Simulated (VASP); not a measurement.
# Se (P6_3mc) in VASP: a series of runs

Runs on Se. Level: PBE. Tasks: single point, relaxation of cell and atoms.

Everything below comes from runs of VASP 6.6.1. Logs are shortened: lines on timing, memory, paths and dates and some standing lists are left out, and cuts for length are marked.

## Step 1: The cell of the first run

Symmetry: P6_3mc, No. 186, hexagonal system. The conventional cell has a = 4.305 Å, b = 4.305 Å, c = 8.792 Å, α = 90.00°, β = 90.00°, γ = 120.00°. Within 3.4 Å of Se (site symmetry 3m) lie 3 Se at 2.58 Å. Se (site symmetry 3m) has 3 Se at 2.58 Å within 3.4 Å.

## Step 2: Single point, PBE

File INCAR:

```
SYSTEM = Se
  ALGO = Normal
  EDIFF = 1E-6
  ENCUT = 520
  GGA = PE
  ISIF = 2
  ISMEAR = 0
  LASPH = .TRUE.
  LCHARG = .FALSE.
  LREAL = .FALSE.
  LWAVE = .FALSE.
  NBANDS = 20
  NELM = 60
  PREC = Accurate
  SIGMA = 0.1
```

File KPOINTS:

```
k-points
0
G
  6 6 2
  0 0 0
```

File POSCAR:

```
Se
1.0
    4.3050349543      0.0000000000      0.0000000000
   -2.1525174772      3.7282696346      0.0000000000
    0.0000000000      0.0000000000      8.7922155424
Se
4
Direct
    0.0000000000      0.0000000000     -0.0369505213
    0.0000000000      0.0000000000      0.4630494787
    0.3333333333      0.6666666667      0.0419505213
    0.6666666667      0.3333333333      0.5419505213
```

Potentials or basis: VASP PAW PBE potentials, release 64 (Se).

On the command line:

```console
$ cat potpaw_PBE.64/Se/POTCAR > POTCAR
$ mpirun -np 1 vasp_std > vasp.out
```

OUTCAR:

```text
SYSTEM = Se
   EDIFF = 1E-6
   ENCUT = 520
   GGA = PE
   ISIF = 2
   ISMEAR = 0
   LASPH = .TRUE.
   LREAL = .FALSE.
   NELM = 60
   PREC = Accurate

 ion  position               nearest neighbor table
   1  0.000  0.000  0.963-   3 2.58   3 2.58   3 2.58
   2  0.000  0.000  0.463-   4 2.58   4 2.58   4 2.58
   3  0.333  0.667  0.042-   1 2.58   1 2.58   1 2.58
   4  0.667  0.333  0.542-   2 2.58   2 2.58   2 2.58

  LATTYP: Found a hexagonal cell.
 ALAT       =     4.3050349543
 C/A-ratio  =     2.0423099082

  Lattice vectors:

 A1 = (   4.3050349543,   0.0000000000,   0.0000000000)
 A2 = (  -2.1525174772,   3.7282696346,   0.0000000000)
 A3 = (   0.0000000000,   0.0000000000,   8.7922155424)

Analysis of symmetry for initial positions (statically):
=====================================================================
 Subroutine PRICEL returns:
 Original cell was already a primitive cell.

 Routine SETGRP: Setting up the symmetry group for a
 hexagonal supercell.

 Subroutine GETGRP returns: Found 12 space group operations
 (whereof  6 operations were pure point group operations)
 out of a pool of 24 trial point group operations.

The static configuration has the point symmetry C_3v.
 The point group associated with its full space group is C_6v.

Analysis of symmetry for dynamics (positions and initial velocities):
=====================================================================
 Subroutine PRICEL returns:
 Original cell was already a primitive cell.

 Routine SETGRP: Setting up the symmetry group for a
 hexagonal supercell.

 Subroutine GETGRP returns: Found 12 space group operations
 (whereof  6 operations were pure point group operations)
 out of a pool of 24 trial point group operations.

The dynamic configuration has the point symmetry C_3v.
 The point group associated with its full space group is C_6v.

 Subroutine INISYM returns: Found 12 space group operations
 (whereof  6 operations are pure point group operations),
 and found     1 'primitive' translations

----------------------------------------------------------------------------------------

                                     Primitive cell

  volume of cell :     141.1180

  direct lattice vectors                    reciprocal lattice vectors
     4.305034954  0.000000000  0.000000000     0.232286151  0.134110472  0.000000000
    -2.152517477  3.728269635  0.000000000     0.000000000  0.268220944  0.000000000
     0.000000000  0.000000000  8.792215542     0.000000000  0.000000000  0.113736975

  length of vectors
     4.305034954  4.305034954  8.792215542     0.268220944  0.268220944  0.113736975

  position of ions in fractional coordinates (direct lattice)
     0.000000000  0.000000000  0.963049479
     0.000000000  0.000000000  0.463049479
     0.333333333  0.666666667  0.041950521
     0.666666667  0.333333333  0.541950521

  ion indices of the primitive-cell ions
   primitive index   ion index
                 1           1
                 2           2
                 3           3
                 4           4

----------------------------------------------------------------------------------------

 KPOINTS: k-points

Automatic generation of k-mesh.
 Grid dimensions read from file:
 generate k-points for:    6    6    2

 Generating k-lattice:

  Cartesian coordinates                     Fractional coordinates (reciprocal lattice)
     0.038714359  0.022351745  0.000000000     0.166666667  0.000000000  0.000000000
     0.000000000  0.044703491  0.000000000     0.000000000  0.166666667  0.000000000
     0.000000000  0.000000000  0.056868488     0.000000000  0.000000000  0.500000000

  Length of vectors
     0.044703491  0.044703491  0.056868488

  Shift w.r.t. Gamma in fractional coordinates (k-lattice)
     0.000000000  0.000000000  0.000000000

 Subroutine IBZKPT returns following result:
 ===========================================

 Found     14 irreducible k-points:

 Following reciprocal coordinates:
            Coordinates               Weight
  0.000000  0.000000  0.000000      1.000000
  0.166667 -0.000000  0.000000      6.000000
  0.333333 -0.000000  0.000000      6.000000
  0.500000  0.000000  0.000000      3.000000
  0.166667  0.166667  0.000000      6.000000
  0.333333  0.166667  0.000000     12.000000
  0.333333  0.333333  0.000000      2.000000
  0.000000  0.000000  0.500000      1.000000
  0.166667 -0.000000  0.500000      6.000000
  0.333333 -0.000000  0.500000      6.000000
  0.500000  0.000000  0.500000      3.000000
  0.166667  0.166667  0.500000      6.000000
  0.333333  0.166667  0.500000     12.000000
  0.333333  0.333333  0.500000      2.000000
   k-points           NKPTS =     14   k-points in BZ     NKDIM =     14   number of bands    NBANDS=     20
   number of dos      NEDOS =    301   number of ions     NIONS =      4
   total plane-waves  NPLWV =  71680
   dimension x,y,z NGX =    32 NGY =   32 NGZ =   70
   dimension x,y,z NGXF=    64 NGYF=   64 NGZF=  140
   ions per type =               4
   NGX,Y,Z   is equivalent  to a cutoff of  12.36, 12.36, 13.24 a.u.
   NGXF,Y,Z  is equivalent  to a cutoff of  24.71, 24.71, 26.47 a.u.
 SYSTEM =  Se
   PREC   = accura    normal or accurate (medium, high low for compatibility)
   ISTART =      0    job   : 0-new  1-cont  2-samecut
   ICHARG =      2    charge: 1-file 2-atom 10-const
   ISPIN  =      1    spin polarized calculation?
   LNONCOLLINEAR =      F non collinear calculations
   LSORBIT =      F    spin-orbit coupling
   LASPH  =      T    aspherical Exc in radial PAW
   ENCUT  =  520.0 eV  38.22 Ry    6.18 a.u.   8.00  8.00 16.35*2*pi/ulx,y,z
   NELM   =     60;   NELMIN=  2; NELMDL= -5     # of ELM steps
   EDIFF  = 0.1E-05   stopping-criterion for ELM
   LREAL  =      F    real-space projection
   EDIFFG = 0.1E-04   stopping-criterion for IOM
   NSW    =      0    number of steps for IOM
   IBRION =     -1    ionic relax: 0-MD 1-quasi-New 2-CG
   NFREE  =      0    steps in history (QN), initial steepest desc. (CG)
   ISIF   =      2    stress and relaxation
   ISYM   =      2    0-nonsym 1-usesym 2-fastsym
   POTIM  = 0.5000    time-step for ionic-motion
   TEBEG  =    0.0;   TEEND  =   0.0 temperature during run
   PSTRESS=    0.0 pullay stress
   NELECT =      24.0000    total number of electrons
   NUPDOWN=      -1.0000    fix difference up-down
   EMIN   =  10.00;   EMAX   =-10.00  energy-range for DOS
   EFERMI =   0.00;   METHOD = LEGACY
   ISMEAR =     0;   SIGMA  =   0.10  broadening in eV -4-tet -1-fermi 0-gaus
   EFERMI_NEDOS =   21; number of points for ismear=-14 and -15
   IALGO  =     38    algorithm
   IMIX   =      4    mixing-type and parameters
     AMIX     =   0.40;   BMIX     =  1.00
     AMIX_MAG =   1.60;   BMIX_MAG =  1.00
  volume/ion in A,a.u.               =      35.28       238.08
  Fermi-wavevector in a.u.,A,eV,Ry     =   0.907022  1.714023 11.193361  0.822689
  Thomas-Fermi vector in A             =   2.030780
   LORBIT       =      0    0 simple, 1 ext, 2 COOP (PROOUT), +10 PAW based schemes
   GGA     = PE    functional components
   LHFCALC =     F    Hartree Fock is set to
   AEXX    =    0.0000 exact exchange contribution
   IVDW    =     0    specifies the selected vdW correction
   LEPSILON=     F    determine dielectric tensor
   LRPA    =     F    only Hartree local field effects (RPA)
 non-spin polarized calculation
 Gauss-broadening in eV      SIGMA  =   0.10
  energy-cutoff  :      520.00
  volume of cell :      141.12
 maximum number of plane-waves:      3828
   NGX = 17   NGY = 17   NGZ = 33

 number of electron      23.9999998 magnetization

 Free energy of the ion-electron system (eV)
  ---------------------------------------------------
  ext. energy  EPLUGINS =         0.00000000
  ---------------------------------------------------
  free energy    TOTEN  =       -12.88716497 eV

  energy without entropy =      -12.88076536  energy(sigma->0) =      -12.88396517

 E-fermi :   1.3973     XC(G=0):  -7.5770

 val. band max:        1.3608294404   @ k =   0.0000   0.0000   0.0000
 cond. band min:       1.4597389314   @ k =   0.1667  -0.0000   0.0000
 fundamental gap:      0.0989094909
 Fermi energy:         1.3973120355

 k-point     1 :       0.0000    0.0000    0.0000
  band No.  band energies     occupation
      1     -14.1906      2.00000
      2     -14.1061      2.00000
      3      -9.0311      2.00000
      4      -8.9322      2.00000
      5      -3.0945      2.00000
      6      -3.0945      2.00000
[... 12 lines left out ...]
     19       8.9932      0.00000
     20       9.1235      0.00000

 k-point     2 :       0.1667   -0.0000    0.0000
  band No.  band energies     occupation
      1     -13.9834      2.00000
      2     -13.9018      2.00000
      3      -9.5371      2.00000
      4      -9.4864      2.00000
      5      -3.4262      2.00000
      6      -3.3730      2.00000
[... 12 lines left out ...]
     19       8.5600      0.00000
     20       8.5800      0.00000

 k-point     3 :       0.3333   -0.0000    0.0000
  band No.  band energies     occupation
      1     -13.4107      2.00000
      2     -13.3402      2.00000
      3     -10.6417      2.00000
      4     -10.6229      2.00000
      5      -3.8027      2.00000
      6      -3.7106      2.00000
[... 12 lines left out ...]
     19       8.0914      0.00000
     20       8.5474      0.00000

 k-point     4 :       0.5000    0.0000    0.0000
  band No.  band energies     occupation
      1     -12.8889      2.00000
      2     -12.8471      2.00000
      3     -11.3859      2.00000
      4     -11.3773      2.00000
      5      -3.9801      2.00000
      6      -3.8828      2.00000
[... 12 lines left out ...]
     19       8.2786      0.00000
     20       8.4614      0.00000

 k-point     5 :       0.1667    0.1667    0.0000
  band No.  band energies     occupation
      1     -13.5868      2.00000
      2     -13.5117      2.00000
      3     -10.3262      2.00000
      4     -10.3198      2.00000
      5      -3.9032      2.00000
      6      -3.8567      2.00000
[... 12 lines left out ...]
     19       7.9569      0.00000
     20       8.4853      0.00000

 k-point     6 :       0.3333    0.1667    0.0000
  band No.  band energies     occupation
      1     -12.9116      2.00000
      2     -12.8552      2.00000
      3     -11.3561      2.00000
      4     -11.3354      2.00000
      5      -4.3910      2.00000
      6      -4.3444      2.00000
[... 12 lines left out ...]
     19       7.6537      0.00000
     20       8.3941      0.00000

 k-point     7 :       0.3333    0.3333    0.0000
  band No.  band energies     occupation
      1     -12.1899      2.00000
      2     -12.1667      2.00000
      3     -12.1667      2.00000
      4     -12.1194      2.00000
      5      -4.7279      2.00000
      6      -4.7279      2.00000
[... 12 lines left out ...]
     19       7.3488      0.00000
     20       8.4916      0.00000

 k-point     8 :       0.0000    0.0000    0.5000
  band No.  band energies     occupation
      1     -14.1490      2.00000
      2     -14.1490      2.00000
      3      -8.9801      2.00000
      4      -8.9801      2.00000
      5      -3.0713      2.00000
      6      -3.0713      2.00000
[... 12 lines left out ...]
     19       8.9223      0.00000
     20       8.9223      0.00000

 k-point     9 :       0.1667   -0.0000    0.5000
  band No.  band energies     occupation
      1     -13.9431      2.00000
      2     -13.9431      2.00000
      3      -9.5106      2.00000
      4      -9.5106      2.00000
      5      -3.3372      2.00000
      6      -3.3372      2.00000
[... 12 lines left out ...]
     19       8.3466      0.00000
     20       8.3466      0.00000

 k-point    10 :       0.3333   -0.0000    0.5000
  band No.  band energies     occupation
      1     -13.3758      2.00000
      2     -13.3758      2.00000
      3     -10.6321      2.00000
      4     -10.6321      2.00000
      5      -3.7573      2.00000
      6      -3.7573      2.00000
[... 12 lines left out ...]
     19       8.4621      0.00000
     20       8.4621      0.00000

 k-point    11 :       0.5000    0.0000    0.5000
  band No.  band energies     occupation
      1     -12.8679      2.00000
      2     -12.8679      2.00000
      3     -11.3822      2.00000
      4     -11.3822      2.00000
      5      -3.9322      2.00000
      6      -3.9322      2.00000
[... 12 lines left out ...]
     19       8.3072      0.00000
     20       8.3072      0.00000

 k-point    12 :       0.1667    0.1667    0.5000
  band No.  band energies     occupation
      1     -13.5497      2.00000
      2     -13.5497      2.00000
      3     -10.3225      2.00000
      4     -10.3225      2.00000
      5      -3.8823      2.00000
      6      -3.8823      2.00000
[... 12 lines left out ...]
     19       8.4439      0.00000
     20       8.4439      0.00000

 k-point    13 :       0.3333    0.1667    0.5000
  band No.  band energies     occupation
      1     -12.8836      2.00000
      2     -12.8836      2.00000
      3     -11.3459      2.00000
      4     -11.3459      2.00000
      5      -4.3709      2.00000
      6      -4.3709      2.00000
[... 12 lines left out ...]
     19       7.8491      0.00000
     20       7.8491      0.00000

 k-point    14 :       0.3333    0.3333    0.5000
  band No.  band energies     occupation
      1     -12.1666      2.00000
      2     -12.1666      2.00000
      3     -12.1550      2.00000
      4     -12.1550      2.00000
      5      -4.7322      2.00000
      6      -4.7322      2.00000
[... 12 lines left out ...]
     19       7.8627      0.00000
     20       7.8627      0.00000

------------------------ aborting loop because EDIFF is reached ----------------------------------------

  FORCE on cell =-STRESS in cart. coord.  units (eV):
  Direction    XX          YY          ZZ          XY          YZ          ZX
  --------------------------------------------------------------------------------------
  -------------------------------------------------------------------------------------
  Total       -0.0027267     -0.0027267      0.0123106      0.0000000      0.0000000      0.0000000
  in kB       -0.0309578     -0.0309578      0.1397684      0.0000000      0.0000000      0.0000000
  external PRESSURE =       0.0259510 kB  Pullay stress =       0.0000000 kB

 VOLUME and BASIS-vectors are now :
 -----------------------------------------------------------------------------
  energy-cutoff  :      520.00
  volume of cell :      141.12
      direct lattice vectors                 reciprocal lattice vectors
     4.305034954  0.000000000  0.000000000     0.232286151  0.134110472  0.000000000
    -2.152517477  3.728269635  0.000000000     0.000000000  0.268220944  0.000000000
     0.000000000  0.000000000  8.792215542     0.000000000  0.000000000  0.113736975

 POSITION                                       TOTAL-FORCE (eV/Angst)
 -----------------------------------------------------------------------------------
      0.00000      0.00000      8.46734        -0.000000     -0.000000     -0.006411
      0.00000      0.00000      4.07123         0.000000      0.000000     -0.006411
     -0.00000      2.48551      0.36884         0.000000     -0.000000      0.006411
      2.15252      1.24276      4.76495        -0.000000      0.000000      0.006411
 -----------------------------------------------------------------------------------
    total drift:                               -0.000000     -0.000000     -0.000427

  FREE ENERGIE OF THE ION-ELECTRON SYSTEM (eV)
  ---------------------------------------------------
  free  energy   TOTEN  =       -12.8871649698 eV

  energy  without entropy=      -12.8807653625  energy(sigma->0) =      -12.88396517
```

Wall time 65 s (1 thread of AMD EPYC 7R13, shared host); peak memory 0.21 GiB.

Results:

```
Free energy            : -12.8872 eV
Pressure               : 0.0 GPa
Largest force          : 0.006 eV/Å
Band gap on the k mesh : zero (bands 12 and 13 overlap by 0.44 eV)
```

Forces on the atoms (eV/Å):
```
Se   0.000  0.000 -0.006
Se   0.000  0.000 -0.006
Se   0.000  0.000  0.006
Se   0.000  0.000  0.006
```

Caveat: this functional lacks dispersion, which binds layers or chains, so the pressure and a relaxed spacing across them are unreliable.

(Part 1 of 2 ends here.)

The gap in the log of VASP goes by the Fermi energy; the results here count the filled bands.